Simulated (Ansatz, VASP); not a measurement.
One calculation of Cu, two programs

Contents of INCAR:

```
  PREC = Accurate
  ENCUT = 520
  EDIFF = 1E-6
  ISMEAR = -1
  SIGMA = 0.08
  LREAL = F
  LASPH = T
  NELM = 60
  ALGO = Normal
  ISIF = 2
  LWAVE = F
  LCHARG = F
  GGA = CA
  NBANDS = 12
```

Contents of KPOINTS:

```
regular mesh
0
Gamma
  19 19 19
```

File POSCAR:

```
Cu
1.0
   -1.3744329302      1.3744329302      1.3744329302
    1.3744329302     -1.3744329302      1.3744329302
    1.3744329302      1.3744329302     -1.3744329302
Cu
1
Direct
    0.0000000000      0.0000000000      0.0000000000
```

Input for Ansatz:

```yaml
crystal:
  lattice:
    - [-1.3744329302, 1.3744329302, 1.3744329302]
    - [1.3744329302, -1.3744329302, 1.3744329302]
    - [1.3744329302, 1.3744329302, -1.3744329302]
  atoms:
    - { symbol: Cu, position: [0.0, 0.0, 0.0] }
kpoints:
  mp_grid: { grid: [19, 19, 19] }
scf:
  occupations: { method: fermi_dirac, width: 0.08 }
hamiltonian:
  xc: lda
  pseudopotentials: { kind: all_electron, lapw: { basis_error: 0.001 } }
output:
  forces: true
  stress: true
  eigenvalues: true
  populations: true
```

Change from the starting cell: volume scaled by 0.95, LAPW.

Alike in both runs: task single point; functional LDA; k mesh 19 × 19 × 19; occupations fermi-dirac, width 0.08 eV; no spin polarisation.

```csv
,VASP,Ansatz
version,VASP 6.6.1,Ansatz 0.2.0
potentials or method,"VASP PAW LDA potentials, release 64 (Cu), cutoff 520 eV","all-electron LAPW, scalar-relativistic"
```

Ansatz gave:

| Quantity | Value |
| --- | --- |
| pressure (GPa) | 10.9 |

**Question.** Which values does VASP return?

**Answer.** Pressure (GPa): 11.8.

LDA's correlation is that of Perdew and Zunger in VASP and of Perdew and Wang (1992) in Ansatz. Ansatz ran all-electron here, and VASP with PAW potentials.
